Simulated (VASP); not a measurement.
# NaI (Fm-3m) in VASP: further runs

Aim: see how the results for NaI move with the level of theory and the settings. Levels: PBE, revPBE. Tasks: single point.

Program: VASP 6.6.1. These are calculated values, not measurements. Logs are shortened: lines on timing, memory, paths and dates and some standing lists are left out, and cuts for length are marked.

## 1. The cell of the first run

It takes space group Fm-3m (No. 225, cubic). Conventional cell: a = 6.531 Å, b = 6.531 Å, c = 6.531 Å, α = 90.00°, β = 90.00°, γ = 90.00°. Na (site symmetry m-3m) has 6 I at 3.27 Å within 4.3 Å. I (site symmetry m-3m) has 6 Na at 3.27 Å within 4.3 Å.

## 2. Single point, PBE

Contents of INCAR:

```
SYSTEM = NaI
ALGO = Normal ; EDIFF = 1E-6
ENCUT = 500 ; GGA = PE
GGA_COMPAT = .False. ; ISIF = 2
ISMEAR = -1 ; LASPH = .True.
LCHARG = .False. ; LREAL = .False.
LWAVE = .False. ; NBANDS = 14
NELM = 120 ; PREC = Accurate
SIGMA = 0.1
```

Contents of KPOINTS:

```
k-points
0
Gamma
  5 5 5
  0 0 0
```

Contents of POSCAR:

```
NaI
1.0
    0.0000000000      3.2653730000      3.2653730000
    3.2653730000      0.0000000000      3.2653730000
    3.2653730000      3.2653730000      0.0000000000
Na I
1 1
Direct
    0.0000000000      0.0000000000      0.0000000000
    0.5000000000      0.5000000000      0.5000000000
```

Potentials or basis: VASP PAW PBE potentials, release 64 (Na_pv, I).

Launch:

```console
$ cat potpaw_PBE.64/Na_pv/POTCAR potpaw_PBE.64/I/POTCAR > POTCAR
$ mpirun -np 1 vasp_std > vasp.out
```

OUTCAR:

```text
SYSTEM = NaI
   EDIFF = 1E-6
   ENCUT = 500
   GGA = PE
   ISIF = 2
   ISMEAR = -1
   LASPH = .True.
   LREAL = .False.
   NELM = 120
   PREC = Accurate

 ion  position               nearest neighbor table
   1  0.000  0.000  0.000-
   2  0.500  0.500  0.500-

  LATTYP: Found a face centered cubic cell.
 ALAT       =     6.5307460000

  Lattice vectors:

 A1 = (   0.0000000000,   3.2653730000,   3.2653730000)
 A2 = (   3.2653730000,   0.0000000000,   3.2653730000)
 A3 = (   3.2653730000,   3.2653730000,   0.0000000000)

Analysis of symmetry for initial positions (statically):
=====================================================================
 Subroutine PRICEL returns:
 Original cell was already a primitive cell.

 Routine SETGRP: Setting up the symmetry group for a
 face centered cubic supercell.

 Subroutine GETGRP returns: Found 48 space group operations
 (whereof 48 operations were pure point group operations)
 out of a pool of 48 trial point group operations.

The static configuration has the point symmetry O_h .

Analysis of symmetry for dynamics (positions and initial velocities):
=====================================================================
 Subroutine PRICEL returns:
 Original cell was already a primitive cell.

 Routine SETGRP: Setting up the symmetry group for a
 face centered cubic supercell.

 Subroutine GETGRP returns: Found 48 space group operations
 (whereof 48 operations were pure point group operations)
 out of a pool of 48 trial point group operations.

The dynamic configuration has the point symmetry O_h .

 Subroutine INISYM returns: Found 48 space group operations
 (whereof 48 operations are pure point group operations),
 and found     1 'primitive' translations

----------------------------------------------------------------------------------------

                                     Primitive cell

  volume of cell :      69.6351

  direct lattice vectors                    reciprocal lattice vectors
     0.000000000  3.265373000  3.265373000    -0.153121864  0.153121864  0.153121864
     3.265373000  0.000000000  3.265373000     0.153121864 -0.153121864  0.153121864
     3.265373000  3.265373000  0.000000000     0.153121864  0.153121864 -0.153121864

  length of vectors
     4.617934783  4.617934783  4.617934783     0.265214848  0.265214848  0.265214848

  position of ions in fractional coordinates (direct lattice)
     0.000000000  0.000000000  0.000000000
     0.500000000  0.500000000  0.500000000

  ion indices of the primitive-cell ions
   primitive index   ion index
                 1           1
                 2           2

----------------------------------------------------------------------------------------

 KPOINTS: k-points

Automatic generation of k-mesh.
 Grid dimensions read from file:
 generate k-points for:    5    5    5

 Generating k-lattice:

  Cartesian coordinates                     Fractional coordinates (reciprocal lattice)
    -0.030624373  0.030624373  0.030624373     0.200000000  0.000000000  0.000000000
     0.030624373 -0.030624373  0.030624373     0.000000000  0.200000000  0.000000000
     0.030624373  0.030624373 -0.030624373     0.000000000  0.000000000  0.200000000

  Length of vectors
     0.053042970  0.053042970  0.053042970

  Shift w.r.t. Gamma in fractional coordinates (k-lattice)
     0.000000000  0.000000000  0.000000000

 Subroutine IBZKPT returns following result:
 ===========================================

 Found     10 irreducible k-points:

 Following reciprocal coordinates:
            Coordinates               Weight
  0.000000  0.000000  0.000000      1.000000
  0.200000  0.000000  0.000000      8.000000
  0.400000  0.000000  0.000000      8.000000
  0.200000  0.200000  0.000000      6.000000
  0.400000  0.200000  0.000000     24.000000
 -0.400000  0.200000  0.000000     24.000000
 -0.200000  0.200000  0.000000     12.000000
  0.400000  0.400000  0.000000      6.000000
 -0.400000  0.400000  0.000000     12.000000
 -0.400000  0.400000  0.200000     24.000000
   k-points           NKPTS =     10   k-points in BZ     NKDIM =     10   number of bands    NBANDS=     14
   number of dos      NEDOS =    301   number of ions     NIONS =      2
   total plane-waves  NPLWV =  46656
   dimension x,y,z NGX =    36 NGY =   36 NGZ =   36
   dimension x,y,z NGXF=    72 NGYF=   72 NGZF=   72
   ions per type =               1   1
   NGX,Y,Z   is equivalent  to a cutoff of  12.96, 12.96, 12.96 a.u.
   NGXF,Y,Z  is equivalent  to a cutoff of  25.92, 25.92, 25.92 a.u.
 SYSTEM =  NaI
   PREC   = accura    normal or accurate (medium, high low for compatibility)
   ISTART =      0    job   : 0-new  1-cont  2-samecut
   ICHARG =      2    charge: 1-file 2-atom 10-const
   ISPIN  =      1    spin polarized calculation?
   LNONCOLLINEAR =      F non collinear calculations
   LSORBIT =      F    spin-orbit coupling
   LASPH  =      T    aspherical Exc in radial PAW
   ENCUT  =  500.0 eV  36.75 Ry    6.06 a.u.   8.42  8.42  8.42*2*pi/ulx,y,z
   NELM   =    120;   NELMIN=  2; NELMDL= -5     # of ELM steps
   EDIFF  = 0.1E-05   stopping-criterion for ELM
   LREAL  =      F    real-space projection
   EDIFFG = 0.1E-04   stopping-criterion for IOM
   NSW    =      0    number of steps for IOM
   IBRION =     -1    ionic relax: 0-MD 1-quasi-New 2-CG
   NFREE  =      0    steps in history (QN), initial steepest desc. (CG)
   ISIF   =      2    stress and relaxation
   ISYM   =      2    0-nonsym 1-usesym 2-fastsym
   POTIM  = 0.5000    time-step for ionic-motion
   TEBEG  =    0.0;   TEEND  =   0.0 temperature during run
   PSTRESS=    0.0 pullay stress
   NELECT =      14.0000    total number of electrons
   NUPDOWN=      -1.0000    fix difference up-down
   EMIN   =  10.00;   EMAX   =-10.00  energy-range for DOS
   EFERMI =   0.00;   METHOD = LEGACY
   ISMEAR =    -1;   SIGMA  =   0.10  broadening in eV -4-tet -1-fermi 0-gaus
   EFERMI_NEDOS =   21; number of points for ismear=-14 and -15
   IALGO  =     38    algorithm
   IMIX   =      4    mixing-type and parameters
     AMIX     =   0.40;   BMIX     =  1.00
     AMIX_MAG =   1.60;   BMIX_MAG =  1.00
  volume/ion in A,a.u.               =      34.82       234.96
  Fermi-wavevector in a.u.,A,eV,Ry     =   0.959050  1.812342 12.514332  0.919777
  Thomas-Fermi vector in A             =   2.088212
   LORBIT       =      0    0 simple, 1 ext, 2 COOP (PROOUT), +10 PAW based schemes
   GGA     = PE    functional components
   LHFCALC =     F    Hartree Fock is set to
   AEXX    =    0.0000 exact exchange contribution
   IVDW    =     0    specifies the selected vdW correction
   LEPSILON=     F    determine dielectric tensor
   LRPA    =     F    only Hartree local field effects (RPA)
 non-spin polarized calculation
  energy-cutoff  :      500.00
  volume of cell :       69.64
 maximum number of plane-waves:      1807
 NGX is ok and might be reduce to    36
   NGX = 17   NGY = 17   NGZ = 17

 number of electron      13.9999993 magnetization

 Free energy of the ion-electron system (eV)
  ---------------------------------------------------
  ext. energy  EPLUGINS =         0.00000000
  ---------------------------------------------------
  free energy    TOTEN  =        -5.38674771 eV

  energy without entropy =       -5.38674771  energy(sigma->0) =       -5.38674771

 E-fermi :   2.5445     XC(G=0):  -7.5971

 val. band max:        0.6250475506   @ k =   0.0000   0.0000   0.0000
 cond. band min:       4.1957744085   @ k =   0.0000   0.0000   0.0000
 fundamental gap:      3.5707268578
 Fermi energy:         2.5444996771

 k-point     1 :       0.0000    0.0000    0.0000
  band No.  band energies     occupation
      1     -21.8489      2.00000
      2     -21.8489      2.00000
      3     -21.8489      2.00000
      4     -10.3256      2.00000
      5       0.6250      2.00000
      6       0.6250      2.00000
      7       0.6250      2.00000
      8       4.1958      0.00000
      9       8.5526      0.00000
     10       8.5526      0.00000
     11       8.5526      0.00000
     12      10.3274      0.00000
     13      10.3274      0.00000
     14      11.0399      0.00000

 k-point     2 :       0.2000    0.0000    0.0000
  band No.  band energies     occupation
      1     -21.8505      2.00000
      2     -21.8490      2.00000
      3     -21.8490      2.00000
      4     -10.2304      2.00000
      5      -0.2936      2.00000
      6       0.5282      2.00000
      7       0.5282      2.00000
      8       5.2142      0.00000
      9       8.0134      0.00000
     10       8.6973      0.00000
     11       8.6973      0.00000
     12       9.8663      0.00000
     13       9.8663      0.00000
     14      11.1800      0.00000

 k-point     3 :       0.4000    0.0000    0.0000
  band No.  band energies     occupation
      1     -21.8530      2.00000
      2     -21.8491      2.00000
      3     -21.8491      2.00000
      4     -10.0660      2.00000
      5      -1.3140      2.00000
      6       0.3831      2.00000
      7       0.3831      2.00000
      8       5.7182      0.00000
      9       8.1392      0.00000
     10       8.1392      0.00000
     11       8.9026      0.00000
     12      10.6849      0.00000
     13      11.6090      0.00000
     14      11.6090      0.00000
[... 86 lines left out ...]
 k-point     9 :      -0.4000    0.4000    0.0000
  band No.  band energies     occupation
      1     -21.8520      2.00000
      2     -21.8510      2.00000
      3     -21.8500      2.00000
      4      -9.9631      2.00000
      5      -1.0261      2.00000
      6      -0.4997      2.00000
      7       0.0076      2.00000
      8       5.6129      0.00000
      9       6.9451      0.00000
     10       9.5245      0.00000
     11      10.1047      0.00000
     12      10.7418      0.00000
     13      12.4831      0.00000
     14      14.2606      0.00000

 k-point    10 :      -0.4000    0.4000    0.2000
  band No.  band energies     occupation
      1     -21.8519      2.00000
      2     -21.8509      2.00000
      3     -21.8500      2.00000
      4      -9.9796      2.00000
      5      -0.9570      2.00000
      6      -0.4701      2.00000
      7      -0.0506      2.00000
      8       6.4001      0.00000
      9       7.5514      0.00000
     10       7.7934      0.00000
     11       9.4800      0.00000
     12      11.4638      0.00000
     13      11.8899      0.00000
     14      14.0194      0.00000

------------------------ aborting loop because EDIFF is reached ----------------------------------------

  FORCE on cell =-STRESS in cart. coord.  units (eV):
  Direction    XX          YY          ZZ          XY          YZ          ZX
  --------------------------------------------------------------------------------------
  -------------------------------------------------------------------------------------
  Total       -0.0008108     -0.0008108     -0.0008108      0.0000000     -0.0000000     -0.0000000
  in kB       -0.0186544     -0.0186544     -0.0186544      0.0000000     -0.0000000     -0.0000000
  external PRESSURE =      -0.0186544 kB  Pullay stress =       0.0000000 kB

 VOLUME and BASIS-vectors are now :
 -----------------------------------------------------------------------------
  energy-cutoff  :      500.00
  volume of cell :       69.64
      direct lattice vectors                 reciprocal lattice vectors
     0.000000000  3.265373000  3.265373000    -0.153121864  0.153121864  0.153121864
     3.265373000  0.000000000  3.265373000     0.153121864 -0.153121864  0.153121864
     3.265373000  3.265373000  0.000000000     0.153121864  0.153121864 -0.153121864

 POSITION                                       TOTAL-FORCE (eV/Angst)
 -----------------------------------------------------------------------------------
      0.00000      0.00000      0.00000         0.000000      0.000000      0.000000
      3.26537      3.26537      3.26537        -0.000000     -0.000000     -0.000000
 -----------------------------------------------------------------------------------
    total drift:                                0.000000      0.000000      0.000000

  FREE ENERGIE OF THE ION-ELECTRON SYSTEM (eV)
  ---------------------------------------------------
  free  energy   TOTEN  =        -5.3867477132 eV

  energy  without entropy=       -5.3867477090  energy(sigma->0) =       -5.38674771
```

It took 15 s on 1 thread of Intel Xeon 8259CL, shared host; peak memory 0.2 GiB.

Results:

| Quantity | Value |
| --- | --- |
| Free energy | -5.3867 eV |
| Pressure | 0.0 GPa |
| Band gap on the k mesh | 3.57 eV, direct |

Caveat: spin-orbit coupling is left out, which moves the levels of the heavy elements.

## 3. Single point, revPBE

Contents of INCAR:

```
ALGO     = Normal         # electronic algorithm
EDIFF    = 1E-6           # SCF threshold, eV
ENCUT    = 500            # plane-wave cutoff, eV
GGA      = RE             # functional
GGA_COMPAT= False        
ISIF     = 2              # what is computed and relaxed
ISMEAR   = -1             # smearing method
LASPH    = True           # aspherical terms in the spheres
LCHARG   = False          # write CHGCAR
LREAL    = False          # projectors in reciprocal space
LWAVE    = False          # write WAVECAR
NBANDS   = 14             # bands
NELM     = 120            # most SCF steps
PREC     = Accurate       # precision mode
SIGMA    = 0.1            # smearing width, eV
```

Contents of KPOINTS:

```
k-points
0
Gamma
  5 5 5
```

POSCAR is that of step 2.

Potentials or basis: VASP PAW PBE potentials, release 64 (Na_pv, I).

Launch:

```console
$ cat potpaw_PBE.64/Na_pv/POTCAR potpaw_PBE.64/I/POTCAR > POTCAR
$ mpirun -np 1 vasp_std > vasp.out
```

It took 17 s on 1 thread of Intel Xeon 8259CL, shared host; peak memory 0.21 GiB.

Results (log left out):

```yaml
Free_energy: -5.0503 eV
Pressure: 1.0 GPa
Band_gap_on_the_k_mesh: 3.79 eV, direct
```

Levels at points of the mesh, in eV from the valence-band top:
| k point | band 5 | band 6 | band 7 | band 8 | band 9 | band 10 |
| --- | --- | --- | --- | --- | --- | --- |
| (0.00, 0.00, 0.00) | 0.00 | 0.00 | 0.00 | 3.79 | 8.03 | 8.03 |

Caveat: the PAW data sets were made with another functional, which shifts forces and pressure a little; spin-orbit coupling is left out, which moves the levels of the heavy elements.

## 4. Single point, PBE

Contents of INCAR:

```
ALGO = Normal ; EDIFF = 1E-6
ENCUT = 500 ; GGA = PE
GGA_COMPAT = F ; ISIF = 2
ISMEAR = -1 ; ISYM = 0
LASPH = T ; LCHARG = F
LREAL = F ; LWAVE = F
NBANDS = 14 ; NELM = 120
PREC = Accurate ; SIGMA = 0.1
```

KPOINTS is that of step 3.

POSCAR is that of step 3.

Launch:

```console
$ cat potpaw_PBE.64/Na_pv/POTCAR potpaw_PBE.64/I/POTCAR > POTCAR
$ mpirun -np 1 vasp_std > vasp.out
```

It took 63 s on 1 thread of Intel Xeon 8259CL, shared host; peak memory 0.23 GiB.

It converged, with:

```yaml
Free_energy: -5.3867 eV
Pressure: 0.0 GPa
Band_gap_on_the_k_mesh: 3.57 eV, direct
```

Levels at points of the mesh, in eV from the valence-band top:
```
           k point  band 5  band 6  band 7  band 8  band 9  band 10
(0.00, 0.00, 0.00)    0.00    0.00    0.00    3.57    7.93     7.93
```

Caveat: spin-orbit coupling is left out, which moves the levels of the heavy elements. Expect the measured gap to be larger: semilocal functionals such as PBE lack the derivative discontinuity.
